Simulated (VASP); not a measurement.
A run of VASP 6.6.1:

File INCAR:

```
SYSTEM = SnGe2
ALGO = Normal
EDIFF = 1E-6
ENCUT = 520
GGA = PE
ISIF = 2
ISMEAR = 0
LASPH = .True.
LCHARG = .False.
LREAL = .False.
LWAVE = .False.
NBANDS = 51
NELM = 60
PREC = Accurate
SIGMA = 0.2
```

Contents of KPOINTS:

```
k-points
0
Gamma
  6 4 4
  0 0 0
```

The input POSCAR:

```
SnGe2
1.0
   -3.8004676614      0.0002466686     -0.0007597156
    0.0001950986     -0.0107213669     -5.0686429853
    0.0006176755     -7.6126370239     -0.0182903704
Sn Ge
2 4
Direct
    0.5001717563     -0.0008210804      0.7503542216
    0.5001156025     -0.0010204200      0.2508984539
    0.9999935978      0.5547476726      0.7496520779
    0.9999372603      0.5551086812      0.2494616197
    0.4999936091      0.4455494474      0.9998593493
    0.4997881740      0.4464356993      0.4997742778
```

Potentials or basis: VASP PAW PBE potentials, release 64 (Sn_d, Ge_d).

The run is started by

```sh
$ cat potpaw_PBE.64/Sn_d/POTCAR potpaw_PBE.64/Ge_d/POTCAR > POTCAR
$ mpirun -np 1 vasp_std > vasp.out
```

Hardware: 1 thread of Intel(R) Xeon(R) Platinum 8559C (Emerald Rapids), with other jobs on the host.

Problem. How long does it take, and how much memory?

Solution. Run time: 4.4 min on 1 thread of Intel(R) Xeon(R) Platinum 8559C (Emerald Rapids), with other jobs on the host, peak memory 0.43 GiB. Counts: scf iterations 13, k points 52.
